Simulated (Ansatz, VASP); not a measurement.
Y: VASP beside Ansatz

The input INCAR:

```
SYSTEM = Y
PREC = Accurate
ENCUT = 520
EDIFF = 1E-7
ISMEAR = -1
SIGMA = 0.1
LREAL = .False.
LASPH = .True.
NELM = 100
ALGO = Normal
ISIF = 2
LWAVE = .False.
LCHARG = .False.
GGA = PS
NBANDS = 12
```

KPOINTS

```
regular mesh
0
Gamma
  12 12 12
  0 0 0
```

POSCAR

```
Y
1.0
    0.0000000000      2.4226798019      2.4226798019
    2.4226798019      0.0000000000      2.4226798019
    2.4226798019      2.4226798019      0.0000000000
Y
1
Direct
    0.0000000000      0.0000000000      0.0000000000
```

Input for Ansatz:

```yaml
crystal:
  lattice:
    - [0.0, 2.4226798019, 2.4226798019]
    - [2.4226798019, 0.0, 2.4226798019]
    - [2.4226798019, 2.4226798019, 0.0]
  atoms:
    - { symbol: "Y", position: [0.0, 0.0, 0.0] }
hamiltonian:
  xc: pbesol
  pseudopotentials:
    kind: paw
    azcp:
      "Y": "pseudopotentials/Y.paw.azcp"
basis:
  ecutwfc: 420
  fft_grid_basis: typed
kpoints:
  mp_grid: { grid: [12, 12, 12], shift: [0, 0, 0] }
magnetization:
  spin_polarized: false
scf:
  occupations: { method: fermi_dirac, width: 0.1 }
  lower_state_search: "off"
output:
  stress: true
```

Alike in both runs: task single point; functional PBEsol; k mesh 12 × 12 × 12; occupations fermi-dirac, width 0.1 eV; no spin polarisation.

|  | VASP | Ansatz |
| --- | --- | --- |
| version | VASP 6.6.1 | Ansatz 0.2.0 |
| potentials or method | VASP PAW PBE potentials, release 64 (Y_sv), cutoff 520 eV | plane waves (420 eV) with PAW, scalar-relativistic |
| valence electrons in the cell | 11 | 11 |

```tsv
	VASP	Ansatz	Ansatz less VASP
pressure (GPa)	3.8	3.9	+0.18
```

VASP's potentials were made for PBE, not for PBEsol, and Ansatz warns of the same on its side. The functional is the same, so the differences come from potentials, cutoffs and numerics.
